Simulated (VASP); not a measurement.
TiB2, 6 atoms in the cell. Symmetry: P6_3/mmc, No. 194, hexagonal system. The conventional cell has a = 3.885 Å, b = 3.885 Å, c = 4.307 Å, α = 90.00°, β = 90.00°, γ = 120.00°. Within 2.8 Å of Ti (site symmetry -6m2) lie 11 B at 2.15 to 2.49 Å. B (site symmetry -3m) has 8 B at 2.15 to 2.49 Å and 6 Ti at 2.49 Å within 2.8 Å. Within 2.8 Å of B (site symmetry -6m2) lie 5 Ti at 2.15 to 2.24 Å and 6 B at 2.49 Å. 

```yaml
Program: VASP 6.6.1
Task: single point
Functional: PBE
Potentials_or_basis: VASP PAW PBE potentials, release 64 (Ti_sv, B)
Cutoff: 520 eV
k_mesh: 12 × 12 × 10
Occupations: gaussian, width 0.1 eV
Spin: no spin polarisation
Dipole_correction: no
Further_INCAR_settings: ALGO = Normal; EDIFF = 1e-06; NBANDS = 27
```

Potentials or basis: VASP PAW PBE potentials, release 64 (Ti_sv, B).

Run with:

```bash
$ cat potpaw_PBE.64/Ti_sv/POTCAR potpaw_PBE.64/B/POTCAR > POTCAR
$ mpirun -np 1 vasp_std > vasp.out
```

Hardware: 1 thread of Intel Xeon 8259CL, with other jobs on the host.

Estimate the wall time of this run.

Wall time 4.3 min on 1 thread of Intel Xeon 8259CL, on a shared host, peak memory 0.28 GiB. Counts: scf iterations 15, k points 114.
